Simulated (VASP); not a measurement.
# O2F (fluorite type) (Fm-3m) in VASP: notebook

Runs on O2F (fluorite type). Level: r2SCAN. Tasks: single point.

Program: VASP 6.6.1. These are calculated values, not measurements. Logs are shortened: lines on timing, memory, paths and dates and some standing lists are left out, and cuts for length are marked.

## 1. The cell of the first run

The structure is cubic, space group Fm-3m (No. 225). The conventional cell has a = 4.841 Å, b = 4.841 Å, c = 4.841 Å, α = 90.00°, β = 90.00°, γ = 90.00°. F (site symmetry m-3m) has 8 O at 2.10 Å within 2.8 Å. O (site symmetry -43m) has 4 F at 2.10 Å and 6 O at 2.42 Å within 2.8 Å.

## 2. Single point, r2SCAN

POSCAR

```
O2F
1.0
    0.0000000000      2.4206425756      2.4206425756
    2.4206425756      0.0000000000      2.4206425756
    2.4206425756      2.4206425756      0.0000000000
F O
1 2
Direct
    0.0000000000      0.0000000000      0.0000000000
    0.2500000000      0.2500000000      0.2500000000
    0.7500000000      0.7500000000      0.7500000000
```

INCAR.step1

```
SYSTEM = O2F
ALGO     = Normal         ! electronic algorithm
EDIFF    = 1E-4           ! SCF threshold, eV
ENCUT    = 520            ! plane-wave cutoff, eV
GGA      = PE             ! functional
ISMEAR   = -1             ! smearing method
LASPH    = .True.         ! aspherical terms in the spheres
LCHARG   = .False.        ! write CHGCAR
LREAL    = .False.        ! projectors in reciprocal space
LWAVE    = .True.         ! write WAVECAR
NBANDS   = 16             ! bands
NELM     = 80             ! most SCF steps
PREC     = Accurate       ! precision mode
SIGMA    = 0.1            ! smearing width, eV
```

INCAR.step2

```
SYSTEM = O2F
ALGO     = Normal         ! electronic algorithm
EDIFF    = 1E-6           ! SCF threshold, eV
ENCUT    = 520            ! plane-wave cutoff, eV
ISIF     = 2              ! what is computed and relaxed
ISMEAR   = -1             ! smearing method
ISTART   = 1            
LASPH    = .True.         ! aspherical terms in the spheres
LCHARG   = .False.        ! write CHGCAR
LMIXTAU  = .True.       
LREAL    = .False.        ! projectors in reciprocal space
LWAVE    = .False.        ! write WAVECAR
METAGGA  = R2SCAN         ! meta-GGA
NBANDS   = 16             ! bands
NELM     = 80             ! most SCF steps
PREC     = Accurate       ! precision mode
SIGMA    = 0.1            ! smearing width, eV
```

KPOINTS

```
k-points
0
Gamma
  12 12 12
  0 0 0
```

Potentials or basis: VASP PAW PBE potentials, release 64 (F, O).

On the command line:

```bash
> cat potpaw_PBE.64/F/POTCAR potpaw_PBE.64/O/POTCAR > POTCAR
> cp INCAR.step1 INCAR
> mpirun -np 1 vasp_std > vasp.out
> cp INCAR.step2 INCAR
> mpirun -np 1 vasp_std > vasp.out
```

OUTCAR:

```text
SYSTEM = O2F
   EDIFF = 1E-6
   ENCUT = 520
   ISIF = 2
   ISMEAR = -1
   ISTART = 1
   LASPH = .True.
   LREAL = .False.
   METAGGA = R2SCAN
   NELM = 80
   PREC = Accurate

 ion  position               nearest neighbor table
   1  0.000  0.000  0.000-
   2  0.250  0.250  0.250-
   3  0.750  0.750  0.750-

  LATTYP: Found a face centered cubic cell.
 ALAT       =     4.8412851512

  Lattice vectors:

 A1 = (   0.0000000000,   2.4206425756,   2.4206425756)
 A2 = (   2.4206425756,   0.0000000000,   2.4206425756)
 A3 = (   2.4206425756,   2.4206425756,   0.0000000000)

Analysis of symmetry for initial positions (statically):
=====================================================================
 Subroutine PRICEL returns:
 Original cell was already a primitive cell.

 Routine SETGRP: Setting up the symmetry group for a
 face centered cubic supercell.

 Subroutine GETGRP returns: Found 48 space group operations
 (whereof 48 operations were pure point group operations)
 out of a pool of 48 trial point group operations.

The static configuration has the point symmetry O_h .

Analysis of symmetry for dynamics (positions and initial velocities):
=====================================================================
 Subroutine PRICEL returns:
 Original cell was already a primitive cell.

 Routine SETGRP: Setting up the symmetry group for a
 face centered cubic supercell.

 Subroutine GETGRP returns: Found 48 space group operations
 (whereof 48 operations were pure point group operations)
 out of a pool of 48 trial point group operations.

The dynamic configuration has the point symmetry O_h .

 Subroutine INISYM returns: Found 48 space group operations
 (whereof 48 operations are pure point group operations),
 and found     1 'primitive' translations

----------------------------------------------------------------------------------------

                                     Primitive cell

  volume of cell :      28.3676

  direct lattice vectors                    reciprocal lattice vectors
     0.000000000  2.420642576  2.420642576    -0.206556724  0.206556724  0.206556724
     2.420642576  0.000000000  2.420642576     0.206556724 -0.206556724  0.206556724
     2.420642576  2.420642576  0.000000000     0.206556724  0.206556724 -0.206556724

  length of vectors
[... 74 lines left out ...]
 SYSTEM =  O2F
   PREC   = accura    normal or accurate (medium, high low for compatibility)
   ISTART =      1    job   : 0-new  1-cont  2-samecut
   ICHARG =      0    charge: 1-file 2-atom 10-const
   ISPIN  =      1    spin polarized calculation?
   LNONCOLLINEAR =      F non collinear calculations
   LSORBIT =      F    spin-orbit coupling
   LASPH  =      T    aspherical Exc in radial PAW
   ENCUT  =  520.0 eV  38.22 Ry    6.18 a.u.   6.37  6.37  6.37*2*pi/ulx,y,z
   NELM   =     80;   NELMIN=  2; NELMDL=  0     # of ELM steps
   EDIFF  = 0.1E-05   stopping-criterion for ELM
   LREAL  =      F    real-space projection
[... 7 lines left out ...]
   TEBEG  =    0.0;   TEEND  =   0.0 temperature during run
   PSTRESS=    0.0 pullay stress
   NELECT =      19.0000    total number of electrons
   NUPDOWN=      -1.0000    fix difference up-down
   EMIN   =  10.00;   EMAX   =-10.00  energy-range for DOS
   EFERMI =   0.00;   METHOD = LEGACY
   ISMEAR =    -1;   SIGMA  =   0.10  broadening in eV -4-tet -1-fermi 0-gaus
   EFERMI_NEDOS =   21; number of points for ismear=-14 and -15
   IALGO  =     38    algorithm
   IMIX   =      4    mixing-type and parameters
     AMIX     =   0.40;   BMIX     =  1.00
     AMIX_MAG =   1.60;   BMIX_MAG =  1.00
  volume/ion in A,a.u.               =       9.46        63.81
  Fermi-wavevector in a.u.,A,eV,Ry     =   1.432359  2.706767 27.914444  2.051654
  Thomas-Fermi vector in A             =   2.551996
   LORBIT       =      0    0 simple, 1 ext, 2 COOP (PROOUT), +10 PAW based schemes
   METAGGA = R2SCAN    functional components
   LHFCALC =     F    Hartree Fock is set to
   AEXX    =    0.0000 exact exchange contribution
   IVDW    =     0    specifies the selected vdW correction
   LEPSILON=     F    determine dielectric tensor
   LRPA    =     F    only Hartree local field effects (RPA)
 non-spin polarized calculation
  energy-cutoff  :      520.00
  volume of cell :       28.37
 maximum number of plane-waves:       778
 NGX is ok and might be reduce to    28
   NGX = 13   NGY = 13   NGZ = 13

 number of electron      19.0000003 magnetization

 Free energy of the ion-electron system (eV)
  ---------------------------------------------------
  ext. energy  EPLUGINS =         0.00000000
  ---------------------------------------------------
  free energy    TOTEN  =        -7.27528252 eV

  energy without entropy =       -7.13347804  energy(sigma->0) =       -7.20438028

 E-fermi :  -0.5763     XC(G=0): -11.4246

 val. band max:       -0.5773087271   @ k =   0.5000   0.0833   0.0000
 cond. band min:      -0.5556829040   @ k =   0.1667   0.0833   0.0000
 fundamental gap:      0.0216258231
 Fermi energy:        -0.5762641316

 k-point     1 :       0.0000    0.0000    0.0000
  band No.  band energies     occupation
      1     -25.0738      2.00000
      2     -18.3734      2.00000
      3     -16.8792      2.00000
      4      -4.6435      2.00000
      5      -4.6435      2.00000
      6      -4.6435      2.00000
[... 433 lines left out ...]
      3     -18.1058      2.00000
      4      -5.7032      2.00000
      5      -5.6891      2.00000
      6      -4.9874      2.00000
[... 8 lines left out ...]
     15      21.3088      0.00000
     16      21.3389      0.00000

 [... further k-points ...]

------------------------ aborting loop because EDIFF is reached ----------------------------------------

  FORCE on cell =-STRESS in cart. coord.  units (eV):
  Direction    XX          YY          ZZ          XY          YZ          ZX
  --------------------------------------------------------------------------------------
  -------------------------------------------------------------------------------------
  Total        0.6089069      0.6089069      0.6089069     -0.0000000      0.0000000      0.0000000
  in kB       34.3905789     34.3905789     34.3905789     -0.0000000      0.0000000      0.0000000
  external PRESSURE =      34.3905789 kB  Pullay stress =       0.0000000 kB

 VOLUME and BASIS-vectors are now :
 -----------------------------------------------------------------------------
  energy-cutoff  :      520.00
  volume of cell :       28.37
      direct lattice vectors                 reciprocal lattice vectors
     0.000000000  2.420642576  2.420642576    -0.206556724  0.206556724  0.206556724
     2.420642576  0.000000000  2.420642576     0.206556724 -0.206556724  0.206556724
     2.420642576  2.420642576  0.000000000     0.206556724  0.206556724 -0.206556724

 POSITION                                       TOTAL-FORCE (eV/Angst)
 -----------------------------------------------------------------------------------
      0.00000      0.00000      0.00000        -0.000000      0.000000     -0.000000
      1.21032      1.21032      1.21032        -0.000000     -0.000000      0.000000
      3.63096      3.63096      3.63096         0.000000      0.000000      0.000000
 -----------------------------------------------------------------------------------
    total drift:                                0.000000      0.000000      0.000000

  FREE ENERGIE OF THE ION-ELECTRON SYSTEM (eV)
  ---------------------------------------------------
  free  energy   TOTEN  =        -7.2752825210 eV

  energy  without entropy=       -7.1334780397  energy(sigma->0) =       -7.20438028
```

OUTCAR.step1:

```text
SYSTEM = O2F
   EDIFF = 1E-4
   ENCUT = 520
   GGA = PE
   ISMEAR = -1
   LASPH = .True.
   LREAL = .False.
   NELM = 80
[... 678 lines left out ...]
      0.00000      0.00000      0.00000        -0.000000     -0.000000     -0.000000
      1.21032      1.21032      1.21032        -0.000000      0.000000     -0.000000
      3.63096      3.63096      3.63096         0.000000     -0.000000      0.000000
 -----------------------------------------------------------------------------------
    total drift:                                0.000000      0.000000      0.000000

  FREE ENERGIE OF THE ION-ELECTRON SYSTEM (eV)
  ---------------------------------------------------
  free  energy   TOTEN  =        -4.8590581448 eV

  energy  without entropy=       -4.7112734659  energy(sigma->0) =       -4.78516581
```

OSZICAR.step1:

```text
N       E                     dE             d eps       ncg     rms          rms(c)
DAV:   1     0.748765338427E+02    0.74877E+02   -0.10437E+04  2304   0.112E+03
DAV:   2    -0.303875016864E+01   -0.77915E+02   -0.74736E+02  2768   0.240E+02
DAV:   3    -0.491989643176E+01   -0.18811E+01   -0.18697E+01  2800   0.356E+01
DAV:   4    -0.492596386023E+01   -0.60674E-02   -0.60672E-02  2960   0.217E+00
DAV:   5    -0.492598655957E+01   -0.22699E-04   -0.22699E-04  2800   0.119E-01    0.289E+00
DAV:   6    -0.546934614917E+01   -0.54336E+00   -0.24693E+00  2392   0.114E+01    0.103E+01
DAV:   7    -0.485582741687E+01    0.61352E+00   -0.29239E+00  2512   0.839E+00    0.651E-01
DAV:   8    -0.485879664932E+01   -0.29692E-02   -0.30648E-02  2520   0.154E+00    0.297E-01
DAV:   9    -0.485912517531E+01   -0.32853E-03   -0.37738E-03  2640   0.485E-01    0.160E-01
DAV:  10    -0.485905814478E+01    0.67031E-04   -0.27101E-04  2384   0.137E-01
   1 F= -.48590581E+01 E0= -.47851658E+01  d E =-.147785E+00
```

Run time: 3.3 min. Hardware: 1 thread of AMD EPYC 7R13, shared host; peak memory 0.14 GiB.

Results:

| Quantity | Value |
| --- | --- |
| Free energy | -7.2753 eV |
| Pressure | 3.4 GPa |
| Band gap on the k mesh | zero (an odd number of electrons rules out a gap without spin polarisation) |

Caveat: the cell stands under pressure; the PAW data sets were made with another functional, which shifts forces and pressure a little; an odd number of electrons without spin polarisation forces a metal; a magnetic or distorted state may lie lower.

## 3. Single point, r2SCAN

POSCAR is that of step 2.

INCAR.step1

```
ALGO = Normal
EDIFF = 1E-4
ENCUT = 520
GGA = PE
ISMEAR = -1
LASPH = T
LCHARG = F
LREAL = F
LWAVE = T
NBANDS = 16
NELM = 80
PREC = Accurate
SIGMA = 0.1
```

INCAR.step2

```
ALGO = Normal
EDIFF = 1E-6
ENCUT = 520
ISIF = 2
ISMEAR = -1
ISTART = 1
LASPH = T
LCHARG = F
LMIXTAU = T
LREAL = F
LWAVE = F
METAGGA = R2SCAN
NBANDS = 16
NELM = 80
PREC = Accurate
SIGMA = 0.1
```

KPOINTS

```
k-points
0
Gamma
  12 12 12
```

Potentials or basis: VASP PAW PBE potentials, release 64 (F, O).

On the command line:

```bash
> cat potpaw_PBE.64/F/POTCAR potpaw_PBE.64/O/POTCAR > POTCAR
> cp INCAR.step1 INCAR
> mpirun -np 1 vasp_std > vasp.out
> cp INCAR.step2 INCAR
> mpirun -np 1 vasp_std > vasp.out
```

It took 3.6 min on 1 thread of AMD EPYC 7R13, shared host; peak memory 0.14 GiB.

Results (log left out):

```yaml
Free_energy: -7.2753 eV
Pressure: 3.4 GPa
Band_gap_on_the_k_mesh: zero (an odd number of electrons rules out a gap without spin polarisation)
```

Levels at points of the mesh, in eV from the Fermi level:
```csv
k point,band 7,band 8,band 9,band 10,band 11,band 12
"(0.00, 0.00, 0.00)",-2.52,-2.52,-2.52,0.61,0.61,0.61
"(0.50, 0.00, 0.00)",-1.62,-1.62,-1.14,-0.01,0.39,0.39
"(0.50, 0.50, 0.00)",-2.81,0.08,0.08,0.25,0.25,0.64
```

Caveat: the cell stands under pressure; the PAW data sets were made with another functional, which shifts forces and pressure a little; an odd number of electrons without spin polarisation forces a metal; a magnetic or distorted state may lie lower.

## 4. Single point, r2SCAN

This run uses another cell than the first one, of 9.76 Å³/atom.

POSCAR

```
O2F
1.0
    0.0000000000      2.4466729863      2.4466729863
    2.4466729863      0.0000000000      2.4466729863
    2.4466729863      2.4466729863      0.0000000000
F O
1 2
Direct
    0.0000000000      0.0000000000      0.0000000000
    0.2500000000      0.2500000000      0.2500000000
    0.7500000000      0.7500000000      0.7500000000
```

INCAR.step1

```
PREC = Accurate
ENCUT = 520
ISMEAR = -1
SIGMA = 0.1
LREAL = F
LASPH = T
NELM = 80
NBANDS = 16
GGA = PE
ALGO = Normal
EDIFF = 1E-4
LWAVE = T
LCHARG = F
```

INCAR.step2

```
PREC = Accurate
ENCUT = 520
EDIFF = 1E-7
ISMEAR = -1
SIGMA = 0.1
LREAL = F
LASPH = T
NELM = 80
ALGO = Normal
ISIF = 2
LWAVE = F
LCHARG = T
METAGGA = R2SCAN
LMIXTAU = T
LELF = T
LVHAR = T
NBANDS = 16
ISTART = 1
```

KPOINTS

```
regular mesh
0
Gamma
  12 12 12
```

On the command line:

```bash
> cat potpaw_PBE.64/F/POTCAR potpaw_PBE.64/O/POTCAR > POTCAR
> cp INCAR.step1 INCAR
> mpirun -np 1 vasp_std > vasp.out
> cp INCAR.step2 INCAR
> mpirun -np 1 vasp_std > vasp.out
```

Run time: 3.7 min. Hardware: 1 thread of AMD EPYC 7R13, shared host; peak memory 0.14 GiB.

It converged, with:

| Property | Result |
| --- | --- |
| Free energy | -7.2875 eV |
| Pressure | -0.1 GPa |
| Band gap on the k mesh | zero (an odd number of electrons rules out a gap without spin polarisation) |

Levels at points of the mesh, in eV from the Fermi level:
| k point | band 6 | band 7 | band 8 | band 9 | band 10 | band 11 | band 12 | band 13 |
| --- | --- | --- | --- | --- | --- | --- | --- | --- |
| (0.00, 0.00, 0.00) | -3.90 | -2.40 | -2.40 | -2.40 | 0.59 | 0.59 | 0.59 | 12.94 |
| (0.50, 0.00, 0.00) | -4.26 | -1.53 | -1.53 | -1.11 | -0.01 | 0.38 | 0.38 | 14.72 |
| (0.50, 0.50, 0.00) | -3.42 | -2.73 | 0.08 | 0.08 | 0.24 | 0.24 | 0.61 | 14.04 |

Caveat: the PAW data sets were made with another functional, which shifts forces and pressure a little; an odd number of electrons without spin polarisation forces a metal; a magnetic or distorted state may lie lower.

## 5. Single point, r2SCAN

This run uses another cell than the first one, of 9.76 Å³/atom.

POSCAR is that of step 4.

INCAR.step1

```
SYSTEM = O2F
  PREC = Accurate
  ENCUT = 520
  ISMEAR = -1
  SIGMA = 0.1
  LREAL = .FALSE.
  LASPH = .TRUE.
  NELM = 60
  NBANDS = 16
  GGA = PE
  ALGO = Normal
  EDIFF = 1E-4
  LWAVE = .TRUE.
  LCHARG = .FALSE.
```

INCAR.step2

```
SYSTEM = O2F
  PREC = Accurate
  ENCUT = 520
  EDIFF = 1E-6
  ISMEAR = -1
  SIGMA = 0.1
  LREAL = .FALSE.
  LASPH = .TRUE.
  NELM = 60
  ALGO = Normal
  ISIF = 2
  LWAVE = .FALSE.
  LCHARG = .TRUE.
  METAGGA = R2SCAN
  LMIXTAU = .TRUE.
  LELF = .TRUE.
  LVHAR = .TRUE.
  NBANDS = 16
  ISTART = 1
```

KPOINTS

```
Automatic mesh
0
G
  12 12 12
  0 0 0
```

On the command line:

```bash
> cat potpaw_PBE.64/F/POTCAR potpaw_PBE.64/O/POTCAR > POTCAR
> cp INCAR.step1 INCAR
> mpirun -np 1 vasp_std > vasp.out
> cp INCAR.step2 INCAR
> mpirun -np 1 vasp_std > vasp.out
```

It took 3 min on 1 thread of AMD EPYC 7R13, shared host; peak memory 0.14 GiB.

It converged, with:

```
Free energy            : -7.2875 eV
Pressure               : -0.1 GPa
Band gap on the k mesh : zero (an odd number of electrons rules out a gap without spin polarisation)
```

Levels at points of the mesh, in eV from the Fermi level:
| k point | band 6 | band 7 | band 8 | band 9 | band 10 | band 11 | band 12 | band 13 |
| --- | --- | --- | --- | --- | --- | --- | --- | --- |
| (0.00, 0.00, 0.00) | -3.90 | -2.40 | -2.40 | -2.40 | 0.59 | 0.59 | 0.59 | 12.94 |
| (0.50, 0.00, 0.00) | -4.26 | -1.53 | -1.53 | -1.11 | -0.01 | 0.38 | 0.38 | 14.72 |
| (0.50, 0.50, 0.00) | -3.42 | -2.74 | 0.08 | 0.08 | 0.24 | 0.24 | 0.61 | 14.04 |

Caveat: the PAW data sets were made with another functional, which shifts forces and pressure a little; an odd number of electrons without spin polarisation forces a metal; a magnetic or distorted state may lie lower.

The gap in the log of VASP goes by the Fermi energy; the results here count the filled bands.